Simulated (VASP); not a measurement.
Wanted: the native input for a VASP 6.6.1 run.

- Task: single point
- Functional: PBE
- Potentials or basis: VASP PAW PBE potentials, release 64 (Ti_sv, C)
- Cutoff: 520 eV
- k mesh: 8 × 8 × 8
- Occupations: gaussian, width 0.2 eV
- Spin: no spin polarisation
- Dipole correction: no
- Further INCAR settings: ALGO = Normal; EDIFF = 1e-06; NBANDS = 28

The structure of Ti3C lies in POSCAR:

```
Ti3C
1.0
   -1.5386505737      2.0991161525      4.5347040393
    1.5386505737     -2.0991161525      4.5347040393
    1.5386505737      2.0991161525     -4.5347040393
Ti C
3 1
Direct
    0.5000000000      0.0000000000      0.5000000000
    0.8421956995      0.3421956995      0.5000000000
    0.1578043005      0.6578043005      0.5000000000
    0.0000000000      0.0000000000      0.0000000000
```

One way to write it, as run:

INCAR

```
SYSTEM = Ti3C
PREC     = Accurate       ! precision mode
ENCUT    = 520            ! plane-wave cutoff, eV
EDIFF    = 1E-6           ! SCF threshold, eV
ISMEAR   = 0              ! smearing method
SIGMA    = 0.2            ! smearing width, eV
LREAL    = .FALSE.        ! projectors in reciprocal space
LASPH    = .TRUE.         ! aspherical terms in the spheres
NELM     = 80             ! most SCF steps
ALGO     = Normal         ! electronic algorithm
ISIF     = 2              ! what is computed and relaxed
LWAVE    = .FALSE.        ! write WAVECAR
LCHARG   = .FALSE.        ! write CHGCAR
GGA      = PE             ! functional
NBANDS   = 28             ! bands
```

KPOINTS

```
regular mesh
0
G
  8 8 8
  0 0 0
```

Potentials or basis: VASP PAW PBE potentials, release 64 (Ti_sv, C).

Launch:

```console
$ cat potpaw_PBE.64/Ti_sv/POTCAR potpaw_PBE.64/C/POTCAR > POTCAR
$ mpirun -np 1 vasp_std > vasp.out
```

It gave:

| Property | Result |
| --- | --- |
| Pressure | 0.2 GPa |
| Largest force | 0.018 eV/Å |
| Band gap on the k mesh | zero (bands 20 and 21 overlap by 0.99 eV) |

Run time: 3.3 min on 1 thread of Intel(R) Xeon(R) 6975P-C (Granite Rapids) (shared host), peak memory 0.31 GiB.
